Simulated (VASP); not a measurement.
Write the native input for VASP 6.6.1 that does the following.

| Property | Result |
| --- | --- |
| Task | single point |
| Functional | r2SCAN |
| Potentials or basis | VASP PAW PBE potentials, release 64 (Cu) |
| Cutoff | 520 eV |
| k mesh | 14 × 14 × 14 |
| Occupations | gaussian, width 0.1 eV |
| Spin | no spin polarisation |
| Dipole correction | no |
| Further INCAR settings | ALGO = Normal; EDIFF = 1e-07; NBANDS = 12 |

Cu:

```
Cu
1.0
     0.00000    1.84600    1.84600
     1.84600    0.00000    1.84600
     1.84600    1.84600    0.00000
Cu
1
Cartesian
  0.0000 0.0000 0.0000
```

The input as run:

POSCAR

```
Cu
1.0
    0.0000000000      1.8460000000      1.8460000000
    1.8460000000      0.0000000000      1.8460000000
    1.8460000000      1.8460000000      0.0000000000
Cu
1
Direct
    0.0000000000      0.0000000000      0.0000000000
```

INCAR.step1

```
PREC     = Accurate       # precision mode
ENCUT    = 520            # plane-wave cutoff, eV
ISMEAR   = 0              # smearing method
SIGMA    = 0.1            # smearing width, eV
LREAL    = F              # projectors in reciprocal space
LASPH    = T              # aspherical terms in the spheres
NELM     = 60             # most SCF steps
NBANDS   = 12             # bands
GGA      = PE             # functional
ALGO     = Normal         # electronic algorithm
EDIFF    = 1E-4           # SCF threshold, eV
LWAVE    = T              # write WAVECAR
LCHARG   = F              # write CHGCAR
```

INCAR.step2

```
PREC     = Accurate       # precision mode
ENCUT    = 520            # plane-wave cutoff, eV
EDIFF    = 1E-7           # SCF threshold, eV
ISMEAR   = 0              # smearing method
SIGMA    = 0.1            # smearing width, eV
LREAL    = F              # projectors in reciprocal space
LASPH    = T              # aspherical terms in the spheres
NELM     = 60             # most SCF steps
ALGO     = Normal         # electronic algorithm
ISIF     = 2              # what is computed and relaxed
LWAVE    = F              # write WAVECAR
LCHARG   = F              # write CHGCAR
METAGGA  = R2SCAN         # meta-GGA
LMIXTAU  = T            
NBANDS   = 12             # bands
ISTART   = 1
```

KPOINTS

```
regular mesh
0
Gamma
  14 14 14
```

Potentials or basis: VASP PAW PBE potentials, release 64 (Cu).

The run is started by

```console
$ cat potpaw_PBE.64/Cu/POTCAR > POTCAR
$ cp INCAR.step1 INCAR
$ mpirun -np 1 vasp_std > vasp.out
$ cp INCAR.step2 INCAR
$ mpirun -np 1 vasp_std > vasp.out
```

Results of the run:

```json
{
 "Pressure": "-11.7 GPa"
}
```

Caveat: the PAW data sets were made with another functional, which shifts forces and pressure a little.

Wall time 43 s on 1 thread of AMD EPYC 9R45 96-Core Processor (Zen 5), on a shared host, peak memory 0.1 GiB.
